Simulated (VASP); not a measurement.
Runs of VASP 6.6.1 on TiAlF. The structure is that of space group P4/mmm (No. 123), or close to it. The cells are those of the table. The cell was built from a structure type or drawn by symmetry, and may not be a known phase.

```csv
task,spin,cell,k mesh,cutoff (eV),gap on the mesh (eV),pressure (GPa),moment (μB),relaxed volume (Å³/atom)
relaxation of cell and atoms,collinear,"relaxed from a = 3.283, b = 3.283, c = 3.930 Å, 3 atoms",6 × 6 × 4,600,none,-0.2,0.00,(b)
single point,collinear,"a = 3.283, b = 3.283, c = 3.930 Å, 3 atoms",6 × 6 × 4,520,none,36.2,0.73,-
single point,collinear,"a = 2.970, b = 2.970, c = 5.485 Å, 3 atoms",6 × 6 × 4,520,none,0.0,0.00,-
single point,off,"a = 2.962, b = 2.962, c = 5.526 Å, 3 atoms",16 × 16 × 8,520,none,0.1,-,-
relaxation of cell and atoms,off,"relaxed from a = 2.970, b = 2.970, c = 5.485 Å, 3 atoms",16 × 16 × 8,600,none,0.0,-,(a)
```

Alike in all rows: level PBE; potentials or basis VASP PAW PBE potentials, release 64 (Ti_sv, Al, F); smearing gaussian 0.1 eV.

Question: Estimate the missing entries.

Answer: (a) 16.19; (b) 15.73.

Caveats: some runs use coarse meshes; a cell axis changed by over 15 % at a fixed basis, so the end point is rough (at least some runs).

A gap of «none» marks levels without a gap at the run's occupations.
